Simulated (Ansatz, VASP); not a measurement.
# One calculation of Ge, two programs

```xyz
2
Lattice="0.0000 2.8369 2.8369 2.8369 0.0000 2.8369 2.8369 2.8369 0.0000" Properties=species:S:1:pos:R:3 pbc="T T T"
Ge    0.0000    0.0000    0.0000
Ge    1.4184    1.4184    1.4184
```

Alike in both runs: task single point; functional r2SCAN; k mesh 6 × 6 × 6; no spin polarisation.

```csv
,VASP,Ansatz
version,VASP 6.6.1,Ansatz 0.2.0
potentials or method,"VASP PAW PBE potentials, release 64 (Ge_d)",plane waves
plane-wave cutoff (eV),520,500
occupations,"methfessel-paxton of order 1, width 0.2 eV","cold, width 0.2 eV"
valence electrons in the cell,28,28
```

Ansatz gave:

```
pressure (GPa) : -0.1
```

**Question.** What did VASP give for the same quantities?

**Answer.** Pressure (GPa): 0.0.

VASP's potentials were made for PBE, not for r2SCAN. Ansatz's warnings: smearing energy in gap.
